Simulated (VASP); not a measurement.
# HfB2 (P6/mmm) in VASP: a series of runs

Aim: see how the results for HfB2 move with the level of theory and the settings. Levels: PBE, PBEsol+D4. Tasks: single point.

Everything below comes from runs of VASP 6.6.1. Logs are shortened: lines on timing, memory, paths and dates and some standing lists are left out, and cuts for length are marked.

## (1) The cell of the first run

It takes space group P6/mmm (No. 191, hexagonal). Conventional cell: a = 3.140 Å, b = 3.140 Å, c = 3.480 Å, α = 90.00°, β = 90.00°, γ = 120.00°. Within 3.3 Å of Hf (site symmetry 6/mmm) lie 12 B at 2.51 Å and 6 Hf at 3.14 Å. B (site symmetry -6m2) has 3 B at 1.81 Å within 2.4 Å.

## (2) Single point, PBE

The input, INCAR:

```
PREC = Accurate
ENCUT = 520
EDIFF = 1E-7
ISMEAR = 0
SIGMA = 0.1
LREAL = F
LASPH = T
NELM = 80
ALGO = Normal
ISIF = 2
LWAVE = F
LCHARG = F
GGA = PE
NBANDS = 15
```

The input, KPOINTS:

```
Automatic mesh
0
Gamma
  10 10 8
```

The input, POSCAR:

```
HfB2
1.0
    3.1400000000      0.0000000000      0.0000000000
   -1.5700000000      2.7193197679      0.0000000000
    0.0000000000      0.0000000000      3.4800000000
Hf B
1 2
Direct
    0.0000000000      0.0000000000      0.0000000000
    0.6666666667      0.3333333333      0.5000000000
    0.3333333333      0.6666666667      0.5000000000
```

Potentials or basis: VASP PAW PBE potentials, release 64 (Hf_pv, B).

Command:

```
> cat potpaw_PBE.64/Hf_pv/POTCAR potpaw_PBE.64/B/POTCAR > POTCAR
> mpirun -np 1 vasp_std > vasp.out
```

OUTCAR:

```text
PREC = Accurate
   ENCUT = 520
   EDIFF = 1E-7
   ISMEAR = 0
   LREAL = F
   LASPH = T
   NELM = 80
   ISIF = 2
   GGA = PE

 ion  position               nearest neighbor table
   1  0.000  0.000  0.000-   2 2.51   3 2.51   2 2.51   3 2.51   2 2.51   2 2.51   3 2.51   3 2.51
                             2 2.51   2 2.51   3 2.51   3 2.51
   2  0.667  0.333  0.500-   3 1.81   3 1.81   3 1.81   1 2.51   1 2.51   1 2.51   1 2.51   1 2.51
                             1 2.51
   3  0.333  0.667  0.500-   2 1.81   2 1.81   2 1.81   1 2.51   1 2.51   1 2.51   1 2.51   1 2.51
                             1 2.51

  LATTYP: Found a hexagonal cell.
 ALAT       =     3.1400000000
 C/A-ratio  =     1.1082802548

  Lattice vectors:

 A1 = (   3.1400000000,   0.0000000000,   0.0000000000)
 A2 = (  -1.5700000000,   2.7193197679,   0.0000000000)
 A3 = (   0.0000000000,   0.0000000000,   3.4800000000)

Analysis of symmetry for initial positions (statically):
=====================================================================
 Subroutine PRICEL returns:
 Original cell was already a primitive cell.

 Routine SETGRP: Setting up the symmetry group for a
 hexagonal supercell.

 Subroutine GETGRP returns: Found 24 space group operations
 (whereof 24 operations were pure point group operations)
 out of a pool of 24 trial point group operations.

The static configuration has the point symmetry D_6h.

Analysis of symmetry for dynamics (positions and initial velocities):
=====================================================================
 Subroutine PRICEL returns:
 Original cell was already a primitive cell.

 Routine SETGRP: Setting up the symmetry group for a
 hexagonal supercell.

 Subroutine GETGRP returns: Found 24 space group operations
 (whereof 24 operations were pure point group operations)
 out of a pool of 24 trial point group operations.

The dynamic configuration has the point symmetry D_6h.

 Subroutine INISYM returns: Found 24 space group operations
 (whereof 24 operations are pure point group operations),
 and found     1 'primitive' translations

----------------------------------------------------------------------------------------

                                     Primitive cell

  volume of cell :      29.7146

  direct lattice vectors                    reciprocal lattice vectors
     3.140000000  0.000000000  0.000000000     0.318471338  0.183869512  0.000000000
    -1.570000000  2.719319768  0.000000000     0.000000000  0.367739025  0.000000000
     0.000000000  0.000000000  3.480000000     0.000000000  0.000000000  0.287356322

  length of vectors
     3.140000000  3.140000000  3.480000000     0.367739025  0.367739025  0.287356322

  position of ions in fractional coordinates (direct lattice)
     0.000000000  0.000000000  0.000000000
     0.666666667  0.333333333  0.500000000
     0.333333333  0.666666667  0.500000000

  ion indices of the primitive-cell ions
   primitive index   ion index
                 1           1
                 2           2
                 3           3

----------------------------------------------------------------------------------------

 KPOINTS: Automatic mesh

Automatic generation of k-mesh.
 Grid dimensions read from file:
 generate k-points for:   10   10    8

 Generating k-lattice:

  Cartesian coordinates                     Fractional coordinates (reciprocal lattice)
     0.031847134  0.018386951  0.000000000     0.100000000  0.000000000  0.000000000
     0.000000000  0.036773902  0.000000000     0.000000000  0.100000000  0.000000000
     0.000000000  0.000000000  0.035919540     0.000000000  0.000000000  0.125000000

  Length of vectors
     0.036773902  0.036773902  0.035919540

  Shift w.r.t. Gamma in fractional coordinates (k-lattice)
     0.000000000  0.000000000  0.000000000

 Subroutine IBZKPT returns following result:
 ===========================================

 Found     70 irreducible k-points:

 Following reciprocal coordinates:
            Coordinates               Weight
  0.000000  0.000000  0.000000      1.000000
  0.100000  0.000000  0.000000      6.000000
  0.200000  0.000000  0.000000      6.000000
  0.300000  0.000000  0.000000      6.000000
  0.400000  0.000000  0.000000      6.000000
  0.500000  0.000000  0.000000      3.000000
[... 16 lines left out ...]
  0.300000  0.100000  0.125000     24.000000
  0.400000  0.100000  0.125000     24.000000
 [... further k-points ...]
   k-points           NKPTS =     70   k-points in BZ     NKDIM =     70   number of bands    NBANDS=     15
   number of dos      NEDOS =    301   number of ions     NIONS =      3
   total plane-waves  NPLWV =  16128
   dimension x,y,z NGX =    24 NGY =   24 NGZ =   28
   dimension x,y,z NGXF=    48 NGYF=   48 NGZF=   56
   ions per type =               1   2
   NGX,Y,Z   is equivalent  to a cutoff of  12.71, 12.71, 13.38 a.u.
   NGXF,Y,Z  is equivalent  to a cutoff of  25.41, 25.41, 26.75 a.u.
 SYSTEM =  unknown system
   PREC   = accura    normal or accurate (medium, high low for compatibility)
   ISTART =      0    job   : 0-new  1-cont  2-samecut
   ICHARG =      2    charge: 1-file 2-atom 10-const
   ISPIN  =      1    spin polarized calculation?
   LNONCOLLINEAR =      F non collinear calculations
   LSORBIT =      F    spin-orbit coupling
   LASPH  =      T    aspherical Exc in radial PAW
   ENCUT  =  520.0 eV  38.22 Ry    6.18 a.u.   5.84  5.84  6.47*2*pi/ulx,y,z
   NELM   =     80;   NELMIN=  2; NELMDL= -5     # of ELM steps
   EDIFF  = 0.1E-06   stopping-criterion for ELM
   LREAL  =      F    real-space projection
   EDIFFG = 0.1E-05   stopping-criterion for IOM
   NSW    =      0    number of steps for IOM
   IBRION =     -1    ionic relax: 0-MD 1-quasi-New 2-CG
   NFREE  =      0    steps in history (QN), initial steepest desc. (CG)
   ISIF   =      2    stress and relaxation
   ISYM   =      2    0-nonsym 1-usesym 2-fastsym
   POTIM  = 0.5000    time-step for ionic-motion
   TEBEG  =    0.0;   TEEND  =   0.0 temperature during run
   PSTRESS=    0.0 pullay stress
   NELECT =      16.0000    total number of electrons
   NUPDOWN=      -1.0000    fix difference up-down
   EMIN   =  10.00;   EMAX   =-10.00  energy-range for DOS
   EFERMI =   0.00;   METHOD = LEGACY
   ISMEAR =     0;   SIGMA  =   0.10  broadening in eV -4-tet -1-fermi 0-gaus
   EFERMI_NEDOS =   21; number of points for ismear=-14 and -15
   IALGO  =     38    algorithm
   IMIX   =      4    mixing-type and parameters
     AMIX     =   0.40;   BMIX     =  1.00
     AMIX_MAG =   1.60;   BMIX_MAG =  1.00
  volume/ion in A,a.u.               =       9.90        66.84
  Fermi-wavevector in a.u.,A,eV,Ry     =   1.331860  2.516850 24.134693  1.773850
  Thomas-Fermi vector in A             =   2.460838
   LORBIT       =      0    0 simple, 1 ext, 2 COOP (PROOUT), +10 PAW based schemes
   GGA     = PE    functional components
   LHFCALC =     F    Hartree Fock is set to
   AEXX    =    0.0000 exact exchange contribution
   IVDW    =     0    specifies the selected vdW correction
   LEPSILON=     F    determine dielectric tensor
   LRPA    =     F    only Hartree local field effects (RPA)
 non-spin polarized calculation
 Gauss-broadening in eV      SIGMA  =   0.10
  energy-cutoff  :      520.00
  volume of cell :       29.71
 maximum number of plane-waves:       816
 NGX is ok and might be reduce to    24
   NGX = 11   NGY = 11   NGZ = 13

 number of electron      15.9999998 magnetization

 Free energy of the ion-electron system (eV)
  ---------------------------------------------------
  ext. energy  EPLUGINS =         0.00000000
  ---------------------------------------------------
  free energy    TOTEN  =       -26.39887289 eV

  energy without entropy =      -26.39706709  energy(sigma->0) =      -26.39796999

 E-fermi :   7.5546     XC(G=0): -12.5969

 val. band max:        7.5038391292   @ k =   0.2000   0.2000   0.1250
 cond. band min:       7.8043747651   @ k =   0.1000   0.1000   0.2500
 fundamental gap:      0.3005356358
 Fermi energy:         7.5545805205

 k-point     1 :       0.0000    0.0000    0.0000
  band No.  band energies     occupation
      1     -22.9619      2.00000
      2     -22.4721      2.00000
      3     -22.4721      2.00000
      4      -6.0814      2.00000
      5       4.6656      2.00000
      6       4.7734      2.00000
      7       4.7734      2.00000
      8       4.8889      2.00000
      9      11.6965      0.00000
     10      11.6965      0.00000
     11      12.3288      0.00000
     12      12.3288      0.00000
     13      12.6626      0.00000
     14      12.6663      0.00000
     15      12.6663      0.00000

 k-point     2 :       0.1000    0.0000    0.0000
  band No.  band energies     occupation
      1     -22.9493      2.00000
      2     -22.5494      2.00000
      3     -22.4892      2.00000
      4      -5.8660      2.00000
      5       4.1765      2.00000
      6       4.7069      2.00000
      7       4.7589      2.00000
      8       4.8790      2.00000
      9      10.9675      0.00000
     10      11.5467      0.00000
     11      11.5473      0.00000
     12      11.9448      0.00000
     13      13.2993      0.00000
     14      13.6825      0.00000
     15      14.0787      0.00000

 k-point     3 :       0.2000    0.0000    0.0000
  band No.  band energies     occupation
      1     -22.9163      2.00000
      2     -22.7467      2.00000
      3     -22.5338      2.00000
      4      -5.2526      2.00000
      5       2.8480      2.00000
      6       4.3026      2.00000
      7       4.6712      2.00000
      8       5.3114      2.00000
      9       9.8488      0.00000
     10      11.1878      0.00000
     11      11.3910      0.00000
     12      11.8550      0.00000
     13      13.6829      0.00000
     14      14.7750      0.00000
     15      15.5090      0.00000
[... 343 lines left out ...]
 k-point    23 :       0.3000    0.1000    0.1250
  band No.  band energies     occupation
      1     -23.0708      2.00000
      2     -22.8879      2.00000
      3     -22.6482      2.00000
      4      -3.4906      2.00000
      5       0.5406      2.00000
      6       3.2012      2.00000
      7       3.9017      2.00000
      8       5.8914      2.00000
      9       8.7387      0.00000
     10      11.0008      0.00000
     11      11.9569      0.00000
     12      13.2425      0.00000
     13      15.0493      0.00000
     14      15.7535      0.00000
     15      18.5500      0.00000

 k-point    24 :       0.4000    0.1000    0.1250
  band No.  band energies     occupation
      1     -23.1866      2.00000
      2     -22.8637      2.00000
      3     -22.6867      2.00000
      4      -2.2877      2.00000
      5      -0.9208      2.00000
      6       3.0243      2.00000
      7       3.9062      2.00000
      8       5.4502      2.00000
      9       8.8208      0.00000
     10      11.8019      0.00000
     11      11.8786      0.00000
     12      13.9458      0.00000
     13      15.1698      0.00000
     14      16.1059      0.00000
     15      18.4913      0.00000

 [... further k-points ...]
[... 5 lines left out ...]
  --------------------------------------------------------------------------------------
  -------------------------------------------------------------------------------------
  Total        0.1373003      0.1373003      0.2844686      0.0000000     -0.0000000     -0.0000000
  in kB        7.4030878      7.4030878     15.3382495      0.0000000     -0.0000000     -0.0000000
  external PRESSURE =      10.0481417 kB  Pullay stress =       0.0000000 kB

 VOLUME and BASIS-vectors are now :
 -----------------------------------------------------------------------------
  energy-cutoff  :      520.00
  volume of cell :       29.71
      direct lattice vectors                 reciprocal lattice vectors
     3.140000000  0.000000000  0.000000000     0.318471338  0.183869512  0.000000000
    -1.570000000  2.719319768  0.000000000     0.000000000  0.367739025  0.000000000
     0.000000000  0.000000000  3.480000000     0.000000000  0.000000000  0.287356322

 POSITION                                       TOTAL-FORCE (eV/Angst)
 -----------------------------------------------------------------------------------
      0.00000      0.00000      0.00000         0.000000      0.000000      0.000000
      1.57000      0.90644      1.74000        -0.000000     -0.000000      0.000000
     -0.00000      1.81288      1.74000         0.000000      0.000000      0.000000
 -----------------------------------------------------------------------------------
    total drift:                               -0.000000      0.000000      0.000000

  FREE ENERGIE OF THE ION-ELECTRON SYSTEM (eV)
  ---------------------------------------------------
  free  energy   TOTEN  =       -26.3988728931 eV

  energy  without entropy=      -26.3970670878  energy(sigma->0) =      -26.39796999
```

Run time: 39 s. Hardware: 1 thread of AMD EPYC 7R43 (Zen 3), shared host; peak memory 0.12 GiB.

What came out:

```yaml
Free_energy: -26.3989 eV
Pressure: 1.0 GPa
Band_gap_on_the_k_mesh: zero (band 8 reaches 8.26 eV, above the bottom of band 9 at 7.43 eV)
```

Caveat: spin-orbit coupling is left out, which moves the levels of the heavy elements.

## (3) Single point, PBEsol+D4

The input, INCAR:

```
SYSTEM = HfB2
ALGO = Normal ; EDIFF = 1E-6
ENCUT = 520 ; GGA = PS
ISIF = 2 ; ISMEAR = -1
IVDW = 13 ; LASPH = .TRUE.
LCHARG = .FALSE. ; LREAL = .FALSE.
LWAVE = .FALSE. ; NBANDS = 15
NELM = 80 ; PREC = Accurate
SIGMA = 0.1
```

The input, KPOINTS:

```
k-points
0
G
  10 10 8
  0 0 0
```

POSCAR is that of step 2.

Potentials or basis: VASP PAW PBE potentials, release 64 (Hf_pv, B).

Command:

```
> cat potpaw_PBE.64/Hf_pv/POTCAR potpaw_PBE.64/B/POTCAR > POTCAR
> mpirun -np 1 vasp_std > vasp.out
```

It took 37 s on 1 thread of AMD EPYC 7R43 (Zen 3), shared host; peak memory 0.12 GiB.

Results (log left out):

```yaml
Free_energy: -28.3946 eV
Pressure: -7.7 GPa
Band_gap_on_the_k_mesh: zero (band 8 reaches 8.11 eV, above the bottom of band 9 at 7.30 eV)
Dispersion_energy_per_atom: -0.178 eV
```

Stress tensor (GPa, compression positive):
```
-7.06  0.00  0.00
 0.00 -7.06  0.00
 0.00  0.00 -8.94
```

Levels at points of the mesh, in eV from the Fermi level:
| k point | band 5 | band 6 | band 7 | band 8 | band 9 | band 10 | band 11 | band 12 |
| --- | --- | --- | --- | --- | --- | --- | --- | --- |
| (0.00, 0.00, 0.00) | -2.96 | -2.81 | -2.81 | -2.67 | 4.07 | 4.07 | 4.74 | 4.74 |
| (0.50, 0.00, 0.00) | -8.91 | -4.05 | -3.33 | -2.82 | 2.22 | 2.77 | 5.66 | 5.79 |
| (0.00, 0.00, 0.50) | -8.30 | -1.08 | -1.08 | 0.37 | 0.37 | 1.05 | 1.05 | 2.28 |
| (0.50, 0.00, 0.50) | -7.39 | -4.88 | -4.64 | -2.57 | 4.11 | 4.20 | 6.33 | 7.29 |

Caveat: the PAW data sets were made with another functional, which shifts forces and pressure a little; spin-orbit coupling is left out, which moves the levels of the heavy elements; pairwise dispersion overbinds metals, which lowers pressure and volume.
